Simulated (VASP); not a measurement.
Crystal: Ta.

```
CELL_PARAMETERS angstrom
2.94000 0.00000 0.00000
-1.47000 2.54611 0.00000
0.00000 0.00000 4.80102
ATOMIC_POSITIONS crystal
Ta 0.33333 0.66667 0.25000
Ta 0.66667 0.33333 0.75000
```

| Item | Value |
| --- | --- |
| Program | VASP 6.6.1 |
| Task | relaxation of cell and atoms |
| Functional | PBE |
| Potentials or basis | VASP PAW PBE potentials, release 64 (Ta_pv) |
| Cutoff | 600 eV |
| k mesh | 9 × 9 × 5 |
| Occupations | gaussian, width 0.05 eV |
| Spin | no spin polarisation |

At the start: pressure 9.0 GPa; volume 17.97 Å³/atom.

How do energy, volume and symmetry change on relaxing?

Over 10 steps the energy falls by 66.8 meV/atom and the volume is 18.76 Å³/atom (+4.4 %); space group P6_3/mmc (No. 194, to 0.05 Å).

Step by step:
```tsv
step	energy change (eV)	largest force (eV/Å)	pressure (GPa)	volume (Å³)
1	0.0000	0.0000	8.98	35.94
2	0.1112	0.0000	-15.48	41.41
3	-0.0617	0.0000	-1.77	37.90
4	-0.1081	0.0000	-1.68	37.82
5	0.0418	0.0000	4.02	37.31
6	-0.1303	0.0000	-1.27	37.75
7	-0.1314	0.0000	-0.67	37.69
8	-0.1330	0.0000	-0.97	37.72
9	-0.1304	0.0000	2.28	37.09
10	-0.1336	0.0000	-0.01	37.53
```

Final structure:
```cif
data_structure
_symmetry_space_group_name_H-M 'P 1'
_symmetry_Int_Tables_number 1
_cell_length_a 2.8864
_cell_length_b 2.8864
_cell_length_c 5.2014
_cell_angle_alpha 90.000
_cell_angle_beta 90.000
_cell_angle_gamma 120.000
_cell_volume 37.53
loop_
_atom_site_label
_atom_site_type_symbol
_atom_site_fract_x
_atom_site_fract_y
_atom_site_fract_z
_atom_site_occupancy
Ta1 Ta 0.33333 0.66667 0.25000 1
Ta2 Ta 0.66667 0.33333 0.75000 1
```
